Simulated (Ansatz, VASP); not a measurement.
# Zn in VASP and in Ansatz

```xyz
1
Lattice="-1.5271 1.5617 1.5269 1.4865 -1.6588 1.5833 1.5658 1.6975 -1.6240" Properties=species:S:1:pos:R:3 pbc="T T T"
Zn   -0.0200    0.0572    0.0050
```

Change from the starting cell: cell strained at random at fixed volume.

Alike in both runs: task single point; functional PBE; k mesh 12 × 12 × 12; occupations fermi-dirac, width 0.05 eV; no spin polarisation.

|  | VASP | Ansatz |
| --- | --- | --- |
| version | VASP 6.6.1 | Ansatz 0.2.0 |
| potentials or method | VASP PAW PBE potentials, release 64 (Zn), cutoff 520 eV | all-electron LAPW, scalar-relativistic |

|  | VASP | Ansatz | Ansatz less VASP |
| --- | --- | --- | --- |
| gap on the k mesh at the Fermi level (eV) | none | none | - |
| pressure (GPa) | 0.2 | -0.1 | -0.34 |
| traceless stress, the component that is largest in VASP (GPa) | -1.18 | -1.23 | -0.050 |

A gap of «none» marks a metal or a gap that the smearing closes. Ansatz ran all-electron here, and VASP with PAW potentials.
